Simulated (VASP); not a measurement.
# AlGa3As4 (P1) in VASP: relaxation of cell and atoms with PBE

Aim: the relaxation of cell and atoms of AlGa3As4 with PBE.

All numbers are computed with VASP 6.6.1; they aren't measurements. Logs are shortened: lines on timing, memory, paths and dates and some standing lists are left out, and cuts for length are marked.

## 1. The cell of the first run

The typed cell holds 8 atoms: a = 5.823 Å, b = 5.717 Å, c = 5.627 Å, α = 87.36°, β = 91.61°, γ = 91.93°.

## 2. Relaxation of cell and atoms, PBE

The input, INCAR:

```
SYSTEM = AlGa3As4
  PREC = Accurate
  ENCUT = 600
  EDIFF = 1E-6
  ISMEAR = 0
  SIGMA = 0.1
  LREAL = .FALSE.
  LASPH = .TRUE.
  NELM = 60
  ALGO = Normal
  ISIF = 3
  LWAVE = .FALSE.
  LCHARG = .FALSE.
  GGA = PE
  IBRION = 2
  NSW = 80
  EDIFFG = -0.025
```

The input, KPOINTS:

```
Automatic mesh
0
G
  2 2 2
  0 0 0
```

The input, POSCAR:

```
AlGa3As4
1.0
    5.8217368605     -0.0964525720     -0.0794001067
   -0.0964525720      5.7143438088      0.1301543892
   -0.0794001067      0.1301543892      5.6254293276
Al Ga As
1 3 4
Direct
    0.4885139786      0.5020665820      0.4892386192
    0.4997320678     -0.0007367421     -0.0009212983
    0.0109790900      0.0068368216      0.4986876590
    0.0045069590      0.4977228225      0.0068993688
    0.7372410483      0.2381903412      0.7518875678
    0.7517322592      0.7514347193      0.2468742601
    0.2585796657      0.2624158039      0.2557399925
    0.2487149314      0.7420696517      0.7515938308
```

Potentials or basis: VASP PAW PBE potentials, release 64 (Al, Ga_d, As).

On the command line:

```sh
cat potpaw_PBE.64/Al/POTCAR potpaw_PBE.64/Ga_d/POTCAR potpaw_PBE.64/As/POTCAR > POTCAR
mpirun -np 1 vasp_std > vasp.out
```

OUTCAR:

```text
SYSTEM = AlGa3As4
   PREC = Accurate
   ENCUT = 600
   EDIFF = 1E-6
   ISMEAR = 0
   LREAL = .FALSE.
   LASPH = .TRUE.
   NELM = 60
   ISIF = 3
   GGA = PE
   IBRION = 2
   NSW = 80
   EDIFFG = -0.025

 ion  position               nearest neighbor table
   1  0.489  0.502  0.489-   7 2.31   6 2.46   5 2.53   8 2.54
   2  0.500  0.999  0.999-   5 2.35   6 2.44   8 2.48   7 2.60
   3  0.011  0.007  0.499-   7 2.42   8 2.46   6 2.52   5 2.60
   4  0.005  0.498  0.007-   7 2.41   8 2.42   6 2.56   5 2.57
   5  0.737  0.238  0.752-   2 2.35   1 2.53   4 2.57   3 2.60
   6  0.752  0.751  0.247-   2 2.44   1 2.46   3 2.52   4 2.56
   7  0.259  0.262  0.256-   1 2.31   4 2.41   3 2.42   2 2.60
   8  0.249  0.742  0.752-   4 2.42   3 2.46   2 2.48   1 2.54

  LATTYP: Found a triclinic cell.
 ALAT       =     5.7166396098
 B/A-ratio  =     1.3704966111
 C/A-ratio  =     1.0186189006
 COS(alpha) =     0.0044180521
 COS(beta)  =     0.0337360099
 COS(gamma) =     0.6965378653

  Lattice vectors:

 A1 = (  -0.0964525720,   5.7143438088,   0.1301543892)
 A2 = (  -0.0170524653,   5.5841894196,  -5.4952749384)
 A3 = (  -5.8217368605,   0.0964525720,   0.0794001067)

Analysis of symmetry for initial positions (statically):
=====================================================================
 Subroutine PRICEL returns:
 Original cell was already a primitive cell.

 Routine SETGRP: Setting up the symmetry group for a
 triclinic supercell.

 Subroutine GETGRP returns: Found  1 space group operations
 (whereof  1 operations were pure point group operations)
 out of a pool of  2 trial point group operations.

The static configuration has the point symmetry C_1 .

Analysis of symmetry for dynamics (positions and initial velocities):
=====================================================================
 Subroutine PRICEL returns:
 Original cell was already a primitive cell.

 Routine SETGRP: Setting up the symmetry group for a
 triclinic supercell.

 Subroutine GETGRP returns: Found  1 space group operations
 (whereof  1 operations were pure point group operations)
 out of a pool of  2 trial point group operations.

The dynamic configuration has the point symmetry C_1 .

 Subroutine INISYM returns: Found  1 space group operations
 (whereof  1 operations are pure point group operations),
 and found     1 'primitive' translations

----------------------------------------------------------------------------------------

                                     Primitive cell

  volume of cell :     186.9585

  direct lattice vectors                    reciprocal lattice vectors
     5.821736860 -0.096452572 -0.079400107     0.171849394  0.002846904  0.002359700
    -0.096452572  5.714343809  0.130154389     0.002846904  0.175137653 -0.004011941
    -0.079400107  0.130154389  5.625429328     0.002359700 -0.004011941  0.177890339

  length of vectors
     5.823077155  5.716639610  5.627494972     0.171889171  0.175206729  0.177951220

  position of ions in fractional coordinates (direct lattice)
     0.488513979  0.502066582  0.489238619
     0.499732068  0.999263258  0.999078702
     0.010979090  0.006836822  0.498687659
     0.004506959  0.497722823  0.006899369
     0.737241048  0.238190341  0.751887568
     0.751732259  0.751434719  0.246874260
     0.258579666  0.262415804  0.255739992
     0.248714931  0.742069652  0.751593831

  ion indices of the primitive-cell ions
   primitive index   ion index
                 1           1
                 2           2
                 3           3
                 4           4
                 5           5
                 6           6
                 7           7
                 8           8

----------------------------------------------------------------------------------------

 KPOINTS: Automatic mesh

Automatic generation of k-mesh.
 Grid dimensions read from file:
 generate k-points for:    2    2    2

 Generating k-lattice:

  Cartesian coordinates                     Fractional coordinates (reciprocal lattice)
     0.085924697  0.001423452  0.001179850     0.500000000  0.000000000  0.000000000
     0.001423452  0.087568826 -0.002005970    -0.000000000  0.500000000  0.000000000
     0.001179850 -0.002005970  0.088945170     0.000000000 -0.000000000  0.500000000

  Length of vectors
     0.085944586  0.087603365  0.088975610

  Shift w.r.t. Gamma in fractional coordinates (k-lattice)
     0.000000000  0.000000000  0.000000000

 Subroutine IBZKPT returns following result:
 ===========================================

 Found      8 irreducible k-points:

 Following reciprocal coordinates:
            Coordinates               Weight
  0.000000  0.000000  0.000000      1.000000
  0.500000  0.000000  0.000000      1.000000
 -0.000000  0.500000  0.000000      1.000000
  0.500000  0.500000  0.000000      1.000000
  0.000000  0.000000  0.500000      1.000000
  0.500000  0.000000  0.500000      1.000000
  0.000000  0.500000  0.500000      1.000000
  0.500000  0.500000  0.500000      1.000000
   k-points           NKPTS =      8   k-points in BZ     NKDIM =      8   number of bands    NBANDS=     37
   number of dos      NEDOS =    301   number of ions     NIONS =      8
   total plane-waves  NPLWV = 110592
   dimension x,y,z NGX =    48 NGY =   48 NGZ =   48
   dimension x,y,z NGXF=    96 NGYF=   96 NGZF=   96
   ions per type =               1   3   4
   NGX,Y,Z   is equivalent  to a cutoff of  13.70, 13.96, 14.18 a.u.
   NGXF,Y,Z  is equivalent  to a cutoff of  27.41, 27.92, 28.36 a.u.
 SYSTEM =  AlGa3As4
   PREC   = accura    normal or accurate (medium, high low for compatibility)
   ISTART =      0    job   : 0-new  1-cont  2-samecut
   ICHARG =      2    charge: 1-file 2-atom 10-const
   ISPIN  =      1    spin polarized calculation?
   LNONCOLLINEAR =      F non collinear calculations
   LSORBIT =      F    spin-orbit coupling
   LASPH  =      T    aspherical Exc in radial PAW
   ENCUT  =  600.0 eV  44.10 Ry    6.64 a.u.  11.63 11.42 11.24*2*pi/ulx,y,z
   NELM   =     60;   NELMIN=  2; NELMDL= -5     # of ELM steps
   EDIFF  = 0.1E-05   stopping-criterion for ELM
   LREAL  =      F    real-space projection
   EDIFFG = -.3E-01   stopping-criterion for IOM
   NSW    =     80    number of steps for IOM
   IBRION =      2    ionic relax: 0-MD 1-quasi-New 2-CG
   NFREE  =      1    steps in history (QN), initial steepest desc. (CG)
   ISIF   =      3    stress and relaxation
   ISYM   =      2    0-nonsym 1-usesym 2-fastsym
   POTIM  = 0.5000    time-step for ionic-motion
   TEBEG  =    0.0;   TEEND  =   0.0 temperature during run
   PSTRESS=    0.0 pullay stress
   NELECT =      62.0000    total number of electrons
   NUPDOWN=      -1.0000    fix difference up-down
   EMIN   =  10.00;   EMAX   =-10.00  energy-range for DOS
   EFERMI =   0.00;   METHOD = LEGACY
   ISMEAR =     0;   SIGMA  =   0.10  broadening in eV -4-tet -1-fermi 0-gaus
   EFERMI_NEDOS =   21; number of points for ismear=-14 and -15
   IALGO  =     38    algorithm
   IMIX   =      4    mixing-type and parameters
     AMIX     =   0.40;   BMIX     =  1.00
     AMIX_MAG =   1.60;   BMIX_MAG =  1.00
  volume/ion in A,a.u.               =      23.37       157.71
  Fermi-wavevector in a.u.,A,eV,Ry     =   1.133158  2.141358 17.470512  1.284046
  Thomas-Fermi vector in A             =   2.269860
   LORBIT       =      0    0 simple, 1 ext, 2 COOP (PROOUT), +10 PAW based schemes
   GGA     = PE    functional components
   LHFCALC =     F    Hartree Fock is set to
   AEXX    =    0.0000 exact exchange contribution
   IVDW    =     0    specifies the selected vdW correction
   LEPSILON=     F    determine dielectric tensor
   LRPA    =     F    only Hartree local field effects (RPA)
 conjugate gradient relaxation of ions
 non-spin polarized calculation
 Gauss-broadening in eV      SIGMA  =   0.10
  energy-cutoff  :      600.00
  volume of cell :      186.96
 maximum number of plane-waves:      6255
 NGX is ok and might be reduce to    48
   NGX = 23   NGY = 23   NGZ = 23

--------------------------------------- Ionic step        1  -------------------------------------------

 number of electron      62.0000001 magnetization

 Free energy of the ion-electron system (eV)
  ---------------------------------------------------
  ext. energy  EPLUGINS =         0.00000000
  ---------------------------------------------------
  free energy    TOTEN  =       -33.06353892 eV

  energy without entropy =      -33.06321411  energy(sigma->0) =      -33.06337651

------------------------ aborting loop because EDIFF is reached ----------------------------------------

  FORCE on cell =-STRESS in cart. coord.  units (eV):
  Direction    XX          YY          ZZ          XY          YZ          ZX
  --------------------------------------------------------------------------------------
  -------------------------------------------------------------------------------------
  Total        0.7833231      2.4182801      3.4602833      3.3292923     -3.6307286      1.6687751
  in kB        6.7128413     20.7239277     29.6535798     28.5310271    -31.1142445     14.3008969
  external PRESSURE =      19.0301163 kB  Pullay stress =       0.0000000 kB
[... 107 lines left out ...]
  FREE ENERGIE OF THE ION-ELECTRON SYSTEM (eV)
  ---------------------------------------------------
  free  energy   TOTEN  =       -33.4386166948 eV

  energy  without entropy=      -33.4365239911  energy(sigma->0) =      -33.43757034

[... ionic steps 4 to 14 ...]

--------------------------------------- Ionic step       15  -------------------------------------------

 number of electron      62.0000051 magnetization

------------------------ aborting loop because EDIFF is reached ----------------------------------------

  FORCE on cell =-STRESS in cart. coord.  units (eV):
  Direction    XX          YY          ZZ          XY          YZ          ZX
  --------------------------------------------------------------------------------------
  -------------------------------------------------------------------------------------
  Total        0.0672802      0.0329224     -0.0394564      0.0735298     -0.0218257      0.0075170
  in kB        0.5674050      0.2776497     -0.3327543      0.6201107     -0.1840658      0.0633941
  external PRESSURE =       0.1707668 kB  Pullay stress =       0.0000000 kB
[... 69 lines left out ...]
  energy  without entropy=      -33.4948371066  energy(sigma->0) =      -33.49485949

--------------------------------------- Ionic step       17  -------------------------------------------

 number of electron      62.0000053 magnetization

 Free energy of the ion-electron system (eV)
  ---------------------------------------------------
  ext. energy  EPLUGINS =         0.00000000
  ---------------------------------------------------
  free energy    TOTEN  =       -33.49499437 eV

  energy without entropy =      -33.49494766  energy(sigma->0) =      -33.49497101

 E-fermi :   3.7724     XC(G=0):  -9.2112

 val. band max:        3.5141749550   @ k =   0.0000   0.0000   0.0000
 cond. band min:       4.0121475351   @ k =   0.0000   0.0000   0.0000
 fundamental gap:      0.4979725801
 Fermi energy:         3.7724214247

 k-point     1 :       0.0000    0.0000    0.0000
  band No.  band energies     occupation
      1     -11.2335      2.00000
      2     -11.2334      2.00000
      3     -11.2331      2.00000
      4     -11.1580      2.00000
      5     -11.1577      2.00000
      6     -11.1575      2.00000
[... 344 lines left out ...]
  FREE ENERGIE OF THE ION-ELECTRON SYSTEM (eV)
  ---------------------------------------------------
  free  energy   TOTEN  =       -33.4949943725 eV

  energy  without entropy=      -33.4949476553  energy(sigma->0) =      -33.49497101

 reached required accuracy - stopping structural energy minimisation
```

Run time: 22 min. Hardware: 1 thread of Intel Xeon 8259CL, shared host; peak memory 0.37 GiB.

What came out:

```
Free energy                           : -33.4950 eV
Relaxed volume                        : 23.76 Å³/atom
Relaxed cell                          : a = 5.747 Å, b = 5.749 Å, c = 5.752 Å, α = 90.01°, β = 89.99°, γ = 89.98°
Space group after relaxing (to 0.1 Å) : P-43m (No. 215)
Energy gained by relaxing             : 53.9 meV/atom
Ionic steps                           : 17
Pressure after relaxing               : 0.0 GPa
Largest force after relaxing          : 0.015 eV/Å
Band gap on the k mesh                : 0.50 eV
```

Forces in eV/Å, atoms in the order of the input:
```
Al   0.006 -0.004 -0.005
Ga   0.007  0.006 -0.007
Ga  -0.006 -0.001 -0.001
Ga   0.001 -0.003 -0.012
As   0.006  0.002  0.003
As   0.001  0.001  0.007
As  -0.005 -0.003  0.014
As  -0.010  0.002  0.002
```

The path:
```csv
step,energy change (eV),largest force (eV/Å),pressure (GPa),volume (Å³)
1,0.0000,1.7099,1.90,186.96
2,-0.3687,0.4775,-1.29,194.37
3,-0.3751,0.4521,-1.05,193.45
4,-0.4206,0.1838,0.08,189.79
5,-0.4221,0.1536,0.30,189.08
6,-0.4266,0.0789,-0.01,190.00
7,-0.4267,0.0813,-0.06,190.12
8,-0.4281,0.0550,-0.05,190.09
9,-0.4286,0.0550,-0.04,190.07
10,-0.4294,0.0423,0.01,189.87
11,-0.4300,0.0481,0.19,189.45
12,-0.4303,0.0456,0.12,189.53
13,-0.4310,0.0426,0.09,189.78
14,-0.4308,0.0539,-0.09,190.27
15,-0.4311,0.0428,0.02,189.98
16,-0.4313,0.0263,-0.01,190.01
17,-0.4315,0.0148,-0.03,190.05
```

Final structure:
```
CELL_PARAMETERS angstrom
5.74715 0.00181 0.00038
0.00044 5.74895 -0.00070
0.00014 -0.00017 5.75216
ATOMIC_POSITIONS crystal
Al 0.49994 0.49999 0.50003
Ga 0.49992 0.99959 0.00008
Ga 0.00049 0.00032 0.49995
Ga 0.99961 0.50009 0.00009
As 0.74881 0.25075 0.74905
As 0.74912 0.74919 0.25122
As 0.25113 0.25119 0.25047
As 0.25097 0.74888 0.74910
```

Caveat: the k points lie up to 0.55 Å⁻¹ apart in the final cell.
